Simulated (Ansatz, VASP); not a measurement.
# AlNi: VASP beside Ansatz

File INCAR:

```
SYSTEM = AlNi
  PREC = Accurate
  ENCUT = 520
  EDIFF = 1E-7
  ISMEAR = 0
  SIGMA = 0.15
  LREAL = .FALSE.
  LASPH = .TRUE.
  NELM = 60
  ALGO = Fast
  ISIF = 2
  LWAVE = .FALSE.
  LCHARG = .FALSE.
  GGA = PS
  NBANDS = 14
```

The input KPOINTS:

```
Automatic mesh
0
G
  16 16 16
  0 0 0
```

POSCAR

```
AlNi
1.0
    2.0211996418     -2.0211459310      0.0000000000
    2.0211996418      2.0211459310      0.0000000000
    0.0000000000      0.0000000000      2.8688666946
Al Ni
1 1
Direct
   -0.0132942903      0.0000000000     -0.0264912971
    0.5061114266      0.5000000000      0.5121781316
```

Input for Ansatz:

```yaml
crystal:
  lattice:
    - [2.0211996418, -2.021145931, 0.0]
    - [2.0211996418, 2.021145931, 0.0]
    - [0.0, 0.0, 2.8688666946]
  atoms:
    - { symbol: Al, position: [-0.0132942903, 0.0, -0.0264912971] }
    - { symbol: Ni, position: [0.5061114266, 0.5, 0.5121781316] }
basis:
  ecutwfc: 520.0
kpoints:
  mp_grid: { grid: [16, 16, 16] }
hamiltonian:
  xc: pbesol
  pseudopotentials: { kind: paw, azcp: { folder: soft_1 } }
scf:
  occupations: { method: gaussian, width: 0.15 }
output:
  forces: true
  stress: true
  eigenvalues: true
```

Change from the starting cell: mode 4 frozen in at -0.038 Å and mode 6 at -0.076 Å (largest displacements).

Alike in both runs: task single point; functional PBEsol; k mesh 16 × 16 × 16; occupations gaussian, width 0.15 eV; no spin polarisation.

```csv
,VASP,Ansatz
version,VASP 6.6.1,Ansatz 0.2.0
potentials or method,"VASP PAW PBE potentials, release 64 (Al, Ni), cutoff 520 eV","scalar-relativistic, plane waves, PAW"
valence electrons in the cell,13,21
```

```csv
,VASP,Ansatz,Ansatz less VASP
gap on the k mesh at the Fermi level (eV),none,none,-
pressure (GPa),1.4,1.1,-0.30
"traceless stress, the component that is largest in VASP (GPa)",-0.67,-0.66,+0.007
rms of the force components (eV/Å),0.456,0.452,-0.0037
```

VASP's potentials were made for PBE, not for PBEsol, and Ansatz warns of the same on its side. Atom by atom the forces differ by 0.004 eV/Å (rms over components). A gap of «none» marks a metal or a gap that the smearing closes. VASP's potentials hold 13 valence electrons a cell and Ansatz's 21, so a difference there can come from the potentials and not from the codes. Ansatz's warnings: near symmetry operations not taken.
